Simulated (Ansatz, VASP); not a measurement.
**TaN in VASP and in Ansatz**

```
Ta N
1.0
     2.93800    0.00000    0.00000
    -1.46900    2.54438    0.00000
     0.00000    0.00000    2.88300
Ta N
1 1
Cartesian
  0.0000 0.0000 1.4415
  1.4690 0.8481 0.0000
```

Alike in both runs: functional LDA; k mesh 10 × 10 × 9; occupations fermi-dirac, width 0.05 eV; no spin polarisation.

```csv
,VASP,Ansatz
version,VASP 6.6.1,Ansatz 0.2.0
potentials or method,"VASP PAW LDA potentials, release 64 (Ta_sv_GW, N)",Ansatz PAW
plane-wave cutoff (eV),600,420
valence electrons in the cell,18,18
task,single point,band structure
```

|  | VASP | Ansatz | Ansatz less VASP |
| --- | --- | --- | --- |
| gap on the k mesh at the Fermi level (eV) | none | none | - |
| pressure (GPa) | -10.5 | -11.6 | -1.09 |
| traceless stress, the component that is largest in VASP (GPa) | -0.99 | -1.07 | -0.082 |

LDA's correlation is that of Perdew and Zunger in VASP and of Perdew and Wang (1992) in Ansatz. A gap of «none» marks a metal or a gap that the smearing closes.

Spin-orbit coupling is off throughout.
